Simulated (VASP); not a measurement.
# SiC (Moissanite 6H) (P6_3mc) in VASP: a series of runs

SiC (Moissanite 6H) is run at these levels: PBEsol; tasks: single point.

Everything below comes from runs of VASP 6.6.1. Logs are shortened: lines on timing, memory, paths and dates and some standing lists are left out, and cuts for length are marked.

### 1 The cell of the first run

Symmetry: P6_3mc, No. 186, hexagonal system. Conventional cell: a = 3.079 Å, b = 3.079 Å, c = 15.108 Å, α = 90.00°, β = 90.00°, γ = 120.00°. Si (site symmetry 3m) has 4 C at 1.89 Å within 2.5 Å. Within 2.5 Å of Si (site symmetry 3m) lie 4 C at 1.89 Å. Si (site symmetry 3m) has 4 C at 1.88 to 1.89 Å within 2.5 Å. C (site symmetry 3m) has 4 Si at 1.88 to 1.89 Å within 2.5 Å. C (site symmetry 3m) has 4 Si at 1.89 Å within 2.5 Å. C (site symmetry 3m) has 4 Si at 1.89 Å within 2.5 Å.

### 2 Single point, PBEsol

The input, INCAR:

```
ALGO = Normal
EDIFF = 1E-6
ENCUT = 520
GGA = PS
ISIF = 2
ISMEAR = 0
LASPH = True
LCHARG = False
LREAL = False
LWAVE = False
NBANDS = 36
NELM = 80
PREC = Accurate
SIGMA = 0.02
```

The input, KPOINTS:

```
k-points
0
Gamma
  6 6 1
```

The input, POSCAR:

```
SiC
1.0
    3.0790874996      0.0000000000      0.0000000000
   -1.5395437498      2.6665679952      0.0000000000
    0.0000000000      0.0000000000     15.1076943090
Si C
6 6
Direct
    0.0000000000      0.0000000000      0.1250346186
    0.0000000000      0.0000000000      0.6250346186
    0.3333333333      0.6666666667      0.2918199952
    0.6666666667      0.3333333333      0.7918199952
    0.3333333333      0.6666666667      0.9583138721
    0.6666666667      0.3333333333      0.4583138721
    0.0000000000      0.0000000000     -0.0003142250
    0.0000000000      0.0000000000      0.4996857750
    0.3333333333      0.6666666667      0.1668262172
    0.6666666667      0.3333333333      0.6668262172
    0.3333333333      0.6666666667      0.8333195219
    0.6666666667      0.3333333333      0.3333195219
```

Potentials or basis: VASP PAW PBE potentials, release 64 (Si, C).

On the command line:

```
$ cat potpaw_PBE.64/Si/POTCAR potpaw_PBE.64/C/POTCAR > POTCAR
$ mpirun -np 1 vasp_std > vasp.out
```

OUTCAR:

```text
EDIFF = 1E-6
   ENCUT = 520
   GGA = PS
   ISIF = 2
   ISMEAR = 0
   LASPH = True
   LREAL = False
   NELM = 80
   PREC = Accurate

 ion  position               nearest neighbor table
   1  0.000  0.000  0.125-   9 1.89   9 1.89   9 1.89   7 1.89   5 3.08   5 3.08   5 3.08   3 3.08
                             3 3.08   3 3.08
   2  0.000  0.000  0.625-  10 1.89  10 1.89  10 1.89   8 1.89   6 3.08   6 3.08   6 3.08   4 3.08
                             4 3.08   4 3.08
   3  0.333  0.667  0.292-  12 1.89  12 1.89  12 1.89   9 1.89   6 3.08   6 3.08   6 3.08   1 3.08
                             1 3.08   1 3.08
   4  0.667  0.333  0.792-  11 1.89  11 1.89  11 1.89  10 1.89   5 3.08   5 3.08   5 3.08   2 3.08
                             2 3.08   2 3.08
   5  0.333  0.667  0.958-   7 1.88   7 1.88   7 1.88  11 1.89   4 3.08   4 3.08   4 3.08   1 3.08
                             1 3.08   1 3.08
   6  0.667  0.333  0.458-   8 1.88   8 1.88   8 1.88  12 1.89   3 3.08   3 3.08   3 3.08   2 3.08
                             2 3.08   2 3.08
   7  0.000  0.000  1.000-   5 1.88   5 1.88   5 1.88   1 1.89
   8  0.000  0.000  0.500-   6 1.88   6 1.88   6 1.88   2 1.89
   9  0.333  0.667  0.167-   1 1.89   1 1.89   1 1.89   3 1.89
  10  0.667  0.333  0.667-   2 1.89   2 1.89   2 1.89   4 1.89
  11  0.333  0.667  0.833-   4 1.89   4 1.89   4 1.89   5 1.89
  12  0.667  0.333  0.333-   3 1.89   3 1.89   3 1.89   6 1.89

  LATTYP: Found a hexagonal cell.
 ALAT       =     3.0790874996
 C/A-ratio  =     4.9065492004

  Lattice vectors:

 A1 = (   3.0790874996,   0.0000000000,   0.0000000000)
 A2 = (  -1.5395437498,   2.6665679952,   0.0000000000)
 A3 = (   0.0000000000,   0.0000000000,  15.1076943090)

Analysis of symmetry for initial positions (statically):
=====================================================================
 Subroutine PRICEL returns:
 Original cell was already a primitive cell.

 Routine SETGRP: Setting up the symmetry group for a
 hexagonal supercell.

 Subroutine GETGRP returns: Found 12 space group operations
 (whereof  6 operations were pure point group operations)
 out of a pool of 24 trial point group operations.

The static configuration has the point symmetry C_3v.
 The point group associated with its full space group is C_6v.

Analysis of symmetry for dynamics (positions and initial velocities):
=====================================================================
 Subroutine PRICEL returns:
[... 124 lines left out ...]
   NUPDOWN=      -1.0000    fix difference up-down
   EMIN   =  10.00;   EMAX   =-10.00  energy-range for DOS
   EFERMI =   0.00;   METHOD = LEGACY
   ISMEAR =     0;   SIGMA  =   0.02  broadening in eV -4-tet -1-fermi 0-gaus
   EFERMI_NEDOS =   21; number of points for ismear=-14 and -15
   IALGO  =     38    algorithm
   IMIX   =      4    mixing-type and parameters
     AMIX     =   0.40;   BMIX     =  1.00
     AMIX_MAG =   1.60;   BMIX_MAG =  1.00
  volume/ion in A,a.u.               =      10.34        69.76
  Fermi-wavevector in a.u.,A,eV,Ry     =   1.192974  2.254394 19.363632  1.423187
  Thomas-Fermi vector in A             =   2.328999
   LORBIT       =      0    0 simple, 1 ext, 2 COOP (PROOUT), +10 PAW based schemes
   GGA     = PS    functional components
   LHFCALC =     F    Hartree Fock is set to
   AEXX    =    0.0000 exact exchange contribution
   IVDW    =     0    specifies the selected vdW correction
   LEPSILON=     F    determine dielectric tensor
   LRPA    =     F    only Hartree local field effects (RPA)
 non-spin polarized calculation
 Gauss-broadening in eV      SIGMA  =   0.02
  energy-cutoff  :      520.00
  volume of cell :      124.04
 maximum number of plane-waves:      3356
 NGX is ok and might be reduce to    24
   NGX = 11   NGY = 11   NGZ = 57

 number of electron      47.9999999 magnetization

 Free energy of the ion-electron system (eV)
  ---------------------------------------------------
  ext. energy  EPLUGINS =         0.00000000
  ---------------------------------------------------
  free energy    TOTEN  =       -95.46343303 eV

  energy without entropy =      -95.46343303  energy(sigma->0) =      -95.46343303

 E-fermi :   8.2314     XC(G=0): -11.5059

 val. band max:        8.1164620717   @ k =   0.0000   0.0000   0.0000
 cond. band min:      10.0247558348   @ k =   0.5000   0.0000   0.0000
 fundamental gap:      1.9082937631
 Fermi energy:         8.2314465786

 k-point     1 :       0.0000    0.0000    0.0000
  band No.  band energies     occupation
      1      -7.3694      2.00000
      2      -6.8453      2.00000
      3      -6.8094      2.00000
      4      -5.3031      2.00000
      5      -5.2760      2.00000
      6      -3.7609      2.00000
[... 262 lines left out ...]
     35      17.2798      0.00000
     36      17.2798      0.00000

------------------------ aborting loop because EDIFF is reached ----------------------------------------

  FORCE on cell =-STRESS in cart. coord.  units (eV):
  Direction    XX          YY          ZZ          XY          YZ          ZX
  --------------------------------------------------------------------------------------
  -------------------------------------------------------------------------------------
  Total        0.2889912      0.2889912      0.1748706      0.0000000     -0.0000000      0.0000000
  in kB        3.7326932      3.7326932      2.2586794      0.0000000     -0.0000000      0.0000000
  external PRESSURE =       3.2413553 kB  Pullay stress =       0.0000000 kB

 VOLUME and BASIS-vectors are now :
 -----------------------------------------------------------------------------
  energy-cutoff  :      520.00
  volume of cell :      124.04
      direct lattice vectors                 reciprocal lattice vectors
     3.079087500  0.000000000  0.000000000     0.324771544  0.187506938  0.000000000
    -1.539543750  2.666567995  0.000000000     0.000000000  0.375013876  0.000000000
     0.000000000  0.000000000 15.107694309     0.000000000  0.000000000  0.066191437

 POSITION                                       TOTAL-FORCE (eV/Angst)
 -----------------------------------------------------------------------------------
      0.00000      0.00000      1.88898         0.000000      0.000000      0.015825
      0.00000      0.00000      9.44283         0.000000      0.000000      0.015825
     -0.00000      1.77771      4.40873         0.000000     -0.000000     -0.000181
      1.53954      0.88886     11.96257        -0.000000      0.000000     -0.000181
     -0.00000      1.77771     14.47791         0.000000     -0.000000     -0.003236
      1.53954      0.88886      6.92407        -0.000000      0.000000     -0.003236
      0.00000      0.00000     15.10295        -0.000000      0.000000     -0.012586
      0.00000      0.00000      7.54910         0.000000      0.000000     -0.012586
     -0.00000      1.77771      2.52036         0.000000      0.000000     -0.001880
      1.53954      0.88886     10.07421        -0.000000     -0.000000     -0.001880
     -0.00000      1.77771     12.58954         0.000000      0.000000      0.002058
      1.53954      0.88886      5.03569        -0.000000     -0.000000      0.002058
 -----------------------------------------------------------------------------------
    total drift:                               -0.000000     -0.000000      0.000613

  FREE ENERGIE OF THE ION-ELECTRON SYSTEM (eV)
  ---------------------------------------------------
  free  energy   TOTEN  =       -95.4634330303 eV

  energy  without entropy=      -95.4634330303  energy(sigma->0) =      -95.46343303
```

OSZICAR:

```text
N       E                     dE             d eps       ncg     rms          rms(c)
DAV:   1     0.115507302300E+03    0.11551E+03   -0.21857E+04   504   0.121E+03
DAV:   2    -0.943418583940E+02   -0.20985E+03   -0.19641E+03   640   0.207E+02
DAV:   3    -0.106107572863E+03   -0.11766E+02   -0.11686E+02   660   0.462E+01
DAV:   4    -0.106283136630E+03   -0.17556E+00   -0.17518E+00   632   0.651E+00
DAV:   5    -0.106286933189E+03   -0.37966E-02   -0.37925E-02   648   0.903E-01    0.214E+01
DAV:   6    -0.959052295220E+02    0.10382E+02   -0.29712E+01   632   0.200E+01    0.978E+00
DAV:   7    -0.955487287243E+02    0.35650E+00   -0.31030E+00   664   0.665E+00    0.398E+00
DAV:   8    -0.954734500080E+02    0.75279E-01   -0.21227E-01   604   0.181E+00    0.118E+00
DAV:   9    -0.954630783226E+02    0.10372E-01   -0.26775E-02   640   0.715E-01    0.171E-01
DAV:  10    -0.954634082587E+02   -0.32994E-03   -0.15740E-03   616   0.178E-01    0.866E-02
DAV:  11    -0.954634335251E+02   -0.25266E-04   -0.11102E-04   648   0.591E-02    0.145E-02
DAV:  12    -0.954634324981E+02    0.10270E-05   -0.77073E-06   624   0.121E-02    0.764E-03
DAV:  13    -0.954634330303E+02   -0.53217E-06   -0.11048E-06   408   0.454E-03
   1 F= -.95463433E+02 E0= -.95463433E+02  d E =-.276782E-17
```

stdout:

```text
POSCAR found type information on POSCAR SiC
 POSCAR found :  2 types and      12 ions
 scaLAPACK will be used
 -----------------------------------------------------------------------------
|                                                                             |
|                                                                             |
|     You enforced a specific xc type in the INCAR file but a different       |
|     I HOPE YOU KNOW WHAT YOU ARE DOING!                                     |
|                                                                             |
 -----------------------------------------------------------------------------

 LDA part: xc-table for (Slater+PW92), standard interpolation
 POSCAR, INCAR and KPOINTS ok, starting setup
 FFT: planning ... GRIDC
 FFT: planning ... GRID_SOFT
 FFT: planning ... GRID
 WAVECAR not read
 entering main loop
```

It took 59 s on 1 thread of AMD EPYC 7R13, shared host; peak memory 0.21 GiB.

What came out:

- Free energy: -95.4634 eV
- Pressure: 0.3 GPa
- Largest force: 0.016 eV/Å
- Band gap on the k mesh: 1.91 eV, indirect (least direct gap 3.01 eV)

Forces on the atoms (eV/Å):
```
Si   0.000  0.000  0.016
Si   0.000  0.000  0.016
Si   0.000  0.000  0.000
Si   0.000  0.000  0.000
Si   0.000  0.000 -0.003
Si   0.000  0.000 -0.003
C    0.000  0.000 -0.013
C    0.000  0.000 -0.013
C    0.000  0.000 -0.002
C    0.000  0.000 -0.002
C    0.000  0.000  0.002
C    0.000  0.000  0.002
```

Caveat: the PAW data sets were made with another functional, which shifts forces and pressure a little. A k mesh can miss the band edges.

### 3 Single point, PBEsol

The input, INCAR:

```
SYSTEM = SiC
PREC     = Accurate       ! precision mode
ENCUT    = 520            ! plane-wave cutoff, eV
EDIFF    = 1E-6           ! SCF threshold, eV
ISMEAR   = 0              ! smearing method
SIGMA    = 0.02           ! smearing width, eV
LREAL    = .FALSE.        ! projectors in reciprocal space
LASPH    = .TRUE.         ! aspherical terms in the spheres
NELM     = 100            ! most SCF steps
ALGO     = Normal         ! electronic algorithm
ISIF     = 2              ! what is computed and relaxed
LWAVE    = .FALSE.        ! write WAVECAR
LCHARG   = .FALSE.        ! write CHGCAR
GGA      = PS             ! functional
NBANDS   = 36             ! bands
```

The input, KPOINTS:

```
Automatic mesh
0
G
  12 12 2
  0 0 0
```

POSCAR is that of step 2.

Potentials or basis: VASP PAW PBE potentials, release 64 (Si, C).

On the command line:

```
$ cat potpaw_PBE.64/Si/POTCAR potpaw_PBE.64/C/POTCAR > POTCAR
$ mpirun -np 1 vasp_std > vasp.out
```

Wall time 4.6 min (1 thread of AMD EPYC 7R13, shared host); peak memory 0.27 GiB.

The run converged. Its results:

* Free energy: -95.5051 eV
* Pressure: 0.3 GPa
* Band gap on the k mesh: 1.91 eV, indirect (least direct gap 3.02 eV)

Levels at points of the mesh, in eV from the valence-band top:
```csv
k point,band 20,band 21,band 22,band 23,band 24,band 25,band 26,band 27,band 28,band 29
"(0.00, 0.00, 0.00)",-0.30,-0.30,-0.04,0.00,0.00,5.12,5.29,5.70,6.22,6.26
"(0.50, 0.00, 0.00)",-2.28,-1.82,-1.80,-1.68,-1.10,1.91,2.10,3.10,3.79,4.48
"(0.00, 0.00, 0.50)",-0.64,-0.10,-0.10,-0.10,-0.10,5.19,5.19,5.94,5.94,6.61
"(0.50, 0.00, 0.50)",-2.37,-1.73,-1.73,-1.31,-1.31,1.95,1.95,3.32,3.32,4.73
```

Caveat: the PAW data sets were made with another functional, which shifts forces and pressure a little. A k mesh can miss the band edges.
